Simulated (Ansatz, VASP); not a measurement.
**CoSi2: VASP beside Ansatz**

```
Co Si
1.0
     0.00000    2.70004    2.70004
     2.67994    0.02010    2.67994
     2.67994    2.67994    0.02010
Co Si
1 2
Direct
  0.00000 0.00000 0.00000
  0.25000 0.25000 0.25000
  0.75000 0.75000 0.75000
```

Change from the starting cell: strain +0.0150 x Voigt [0, 0, 0, 1, 0, 0], atoms carried along.

Alike in both runs: task single point; functional PBE; k mesh 16 × 16 × 16; occupations gaussian, width 0.15 eV; no spin polarisation.

```csv
,VASP,Ansatz
version,VASP 6.6.1,Ansatz 0.2.0
potentials or method,"VASP PAW PBE potentials, release 64 (Co, Si), cutoff 520 eV","scalar-relativistic, plane waves, PAW"
valence electrons in the cell,17,25
```

Ansatz gave:

| Property | Result |
| --- | --- |
| gap on the k mesh at the Fermi level (eV) | none |
| pressure (GPa) | 0.0 |
| traceless stress, the component that is largest in VASP (GPa) | -2.25 |
| rms of the force components (eV/Å) | 0.063 |

Q: Estimate VASP's values.

A: gap on the k mesh at the Fermi level (eV): none; pressure (GPa): -0.1; traceless stress, the component that is largest in VASP (GPa): -2.25; rms of the force components (eV/Å): 0.063.

Atom by atom the forces differ by 0.000 eV/Å (rms over components). A gap of «none» marks a metal or a gap that the smearing closes. VASP's potentials hold 17 valence electrons a cell and Ansatz's 25, so a difference there can come from the potentials and not from the codes.
